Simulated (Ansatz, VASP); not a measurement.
**Pb: VASP beside Ansatz**

```xyz
3
Lattice="5.5126 0.0000 0.0000 -2.7563 4.7740 0.0000 0.0000 0.0000 3.3275" Properties=species:S:1:pos:R:3 pbc="T T T"
Pb    0.0000    0.0000    0.0000
Pb    0.0000    3.1827    1.6637
Pb    2.7563    1.5913    1.6637
```

Alike in both runs: task single point; functional revPBE; k mesh 7 × 7 × 10; occupations fermi-dirac, width 0.1 eV; no spin polarisation.

```csv
,VASP,Ansatz
version,VASP 6.6.1,Ansatz 0.2.0
potentials or method,"VASP PAW PBE potentials, release 64 (Pb_d), cutoff 520 eV","plane waves (420 eV) with PAW, scalar-relativistic"
valence electrons in the cell,42,42
```

Ansatz gave:

```
pressure (GPa)                                                : 6.1
traceless stress, the component that is largest in VASP (GPa) : -0.40
```

Task: Which values does VASP return?

Result: Pressure (GPa): 6.0; traceless stress, the component that is largest in VASP (GPa): -0.40.

VASP's potentials were made for PBE, not for revPBE.

Spin-orbit coupling is off throughout.
